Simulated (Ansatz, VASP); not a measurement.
# Two plane-wave programs on AlGa3N4

File INCAR:

```
SYSTEM = AlGa3N4
PREC = Accurate
ENCUT = 520
EDIFF = 1E-7
ISMEAR = 0
SIGMA = 0.05
LREAL = .FALSE.
LASPH = .TRUE.
NELM = 80
ALGO = Normal
ISIF = 2
LWAVE = .FALSE.
LCHARG = .TRUE.
GGA = PS
LELF = .TRUE.
LVHAR = .TRUE.
NBANDS = 41
```

Contents of KPOINTS:

```
Automatic mesh
0
G
  6 8 6
  0 0 0
```

File POSCAR:

```
AlGa3N4
1.0
    5.1423511994      0.0000000000      0.0001215027
    0.0000000000      3.1649848006      0.0000000000
   -0.0035856898      0.0000000000      5.4784941377
Al Ga N
1 3 4
Direct
    0.0129827677      0.5000000000      0.6614068976
    0.5006879559      0.5000000000      0.3342809084
    0.4977695094      0.0000000000      0.8316683729
    0.9978549442      0.0000000000      0.1657785140
    0.1083963814      0.5000000000      0.3868225129
    0.1194702168      0.0000000000      0.7938896347
    0.6305562812      0.0000000000      0.1855900690
    0.6151512115      0.5000000000      0.6497727397
```

Input for Ansatz:

```yaml
crystal:
  lattice:
    - [5.1423511994, 0.0, 0.0001215027]
    - [0.0, 3.1649848006, 0.0]
    - [-0.0035856898, 0.0, 5.4784941377]
  atoms:
    - { symbol: Al, position: [0.0129827677, 0.5, 0.6614068976] }
    - { symbol: Ga, position: [0.5006879559, 0.5, 0.3342809084] }
    - { symbol: Ga, position: [0.4977695094, 0.0, 0.8316683729] }
    - { symbol: Ga, position: [0.9978549442, 0.0, 0.165778514] }
    - { symbol: "N", position: [0.1083963814, 0.5, 0.3868225129] }
    - { symbol: "N", position: [0.1194702168, 0.0, 0.7938896347] }
    - { symbol: "N", position: [0.6305562812, 0.0, 0.185590069] }
    - { symbol: "N", position: [0.6151512115, 0.5, 0.6497727397] }
basis:
  ecutwfc: 420
kpoints:
  mp_grid: { grid: [6, 8, 6] }
hamiltonian:
  xc: pbesol
scf:
  occupations: { method: gaussian, width: 0.05 }
output:
  forces: true
  stress: true
  eigenvalues: true
  write_density: true
  write_potential: true
  elf: true
  volumetric_format: npy
```

Change from the starting cell: mode 24 (697.0 1/cm) frozen in, largest displacement +0.263 Å.

Alike in both runs: task single point; functional PBEsol; k mesh 6 × 8 × 6; occupations gaussian, width 0.05 eV; no spin polarisation.

```csv
,VASP,Ansatz
version,VASP 6.6.1,Ansatz 0.2.0
potentials or method,"VASP PAW PBE potentials, release 64 (Al, Ga_d, N), cutoff 520 eV","scalar-relativistic, plane waves, PAW"
valence electrons in the cell,62,62
```

```csv
,VASP,Ansatz,Ansatz less VASP
gap on the k mesh at the Fermi level (eV),2.00,1.99,-0.013
least direct gap on the mesh (eV),2.00,1.99,-0.013
pressure (GPa),7.6,7.6,-0.03
"traceless stress, the component that is largest in VASP (GPa)",10.67,10.44,-0.234
rms of the force components (eV/Å),3.107,3.072,-0.0343
```

VASP's potentials were made for PBE, not for PBEsol. Atom by atom the forces differ by 0.040 eV/Å (rms over components).
